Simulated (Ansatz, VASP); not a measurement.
**LaB6: VASP beside Ansatz**

```
CELL_PARAMETERS angstrom
4.09608 0.00000 0.00000
0.00000 4.09608 0.00000
0.00000 0.00000 4.09608
ATOMIC_POSITIONS crystal
La 0.00000 0.00000 0.00000
B 0.19949 0.50000 0.50000
B 0.50000 0.19949 0.50000
B 0.80051 0.50000 0.50000
B 0.50000 0.80051 0.50000
B 0.50000 0.50000 0.19949
B 0.50000 0.50000 0.80051
```

Alike in both runs: functional r2SCAN; k mesh 8 × 8 × 8; occupations fermi-dirac, width 0.1 eV; no spin polarisation.

Ansatz relaxed the structure, and its values are those at the end. VASP's run is a single point on that final structure, the one shown.

|  | VASP | Ansatz |
| --- | --- | --- |
| version | VASP 6.6.1 | Ansatz 0.2.0 |
| potentials or method | VASP PAW PBE potentials, release 64 (La, B), cutoff 520 eV | PAW plane waves |
| valence electrons in the cell | 29 | 29 |

```tsv
	VASP	Ansatz	Ansatz less VASP
pressure (GPa)	7.9	7.9	-0.05
rms of the force components (eV/Å)	0.014	0.000	-0.0139
```

VASP's potentials were made for PBE, not for r2SCAN. Ansatz's warnings: stress scf threshold loose.

Neither program's run includes spin-orbit coupling.
